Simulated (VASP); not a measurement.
Runs of VASP 6.6.1 on ZrAg2N2. The structure is that of space group P-3m1 (No. 164), or close to it. The cells are those of the table. 

```csv
task,cell,cutoff (eV),smearing,gap on the mesh (eV),pressure (GPa),relaxed volume (Å³/atom),largest force (eV/Å)
relaxation of cell and atoms,"relaxed from a = 3.319, b = 3.319, c = 7.415 Å, angles 90.0, 90.0, 120.0°, 5 atoms",600,gaussian 0.1 eV,none,0.0,(a),-
relaxation of cell and atoms,"relaxed from a = 3.317, b = 3.317, c = 7.434 Å, angles 90.0, 90.0, 120.0°, 5 atoms",600,fermi-dirac 0.15 eV,none,0.0,14.16,-
single point,"a = 3.315, b = 3.315, c = 7.449 Å, angles 90.0, 90.0, 120.0°, 5 atoms",520,fermi-dirac 0.15 eV,none,0.0,-,0.02
single point,"a = 3.317, b = 3.317, c = 7.434 Å, angles 90.0, 90.0, 120.0°, 5 atoms",520,gaussian 0.1 eV,none,0.0,-,0.02
```

Alike in all rows: level PBE; potentials or basis VASP PAW PBE potentials, release 64 (Zr_sv, Ag, N); no spin polarisation; k mesh 12 × 12 × 6.

Question: Estimate the missing entries.

Answer: (a) 14.15.

A k mesh can miss the band edges, and the runs leave out spin-orbit coupling on Ag, Zr.

A gap of «none» marks levels without a gap at the run's occupations.
